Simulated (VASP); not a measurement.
Runs of VASP 6.6.1 on Co. The structure is that of space group P6_3/mmc (No. 194), or close to it. The cells are those of the table. 

```csv
task,cell,cutoff (eV),gap on the mesh (eV),pressure (GPa)
single point,"a = 2.351, b = 2.351, c = 3.799 Å, angles 90.0, 90.0, 120.0°, 2 atoms",520,none,42.1
relaxation of cell and atoms,"relaxed from a = 2.491, b = 2.491, c = 4.036 Å, angles 90.0, 90.0, 120.0°, 2 atoms",600,none,0.0
single point,"a = 2.156, b = 2.156, c = 3.491 Å, angles 90.0, 90.0, 120.0°, 2 atoms",520,none,(a)
single point,"a = 2.044, b = 2.044, c = 3.313 Å, angles 90.0, 90.0, 120.0°, 2 atoms",520,none,482.2
```

Alike in all rows: level PBE; potentials or basis VASP PAW PBE potentials, release 64 (Co); no spin polarisation; k mesh 17 × 17 × 10; smearing fermi-dirac 0.05 eV.

Q: Fill in the values left out.

A: (a) 236.7.

Caveats: the run has no spin polarisation, though such a crystal can be magnetic; the cell stands under pressure (at least some runs).

A gap of «none» marks levels without a gap at the run's occupations.
